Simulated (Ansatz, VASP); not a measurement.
# Two plane-wave programs on Br

```
CELL_PARAMETERS angstrom
-3.10042 3.10042 1.69133
3.10042 -3.10042 1.69133
3.10042 3.10042 -1.69133
ATOMIC_POSITIONS crystal
Br 0.00000 0.00000 0.00000
Br 0.75000 0.25000 0.50000
```

Alike in both runs: task single point; functional r2SCAN; k mesh 6 × 6 × 6; occupations gaussian, width 0.1 eV; no spin polarisation.

```csv
,VASP,Ansatz
version,VASP 6.6.1,Ansatz 0.2.0
potentials or method,"VASP PAW PBE potentials, release 64 (Br), cutoff 520 eV","scalar-relativistic, plane waves, PAW"
valence electrons in the cell,14,14
```

```csv
,VASP,Ansatz,Ansatz less VASP
gap on the k mesh at the Fermi level (eV),none,none,-
pressure (GPa),-2.6,-2.6,+0.01
"traceless stress, the component that is largest in VASP (GPa)",-0.26,-0.26,0.000
```

VASP's potentials were made for PBE, not for r2SCAN. A gap of «none» marks a metal or a gap that the smearing closes.
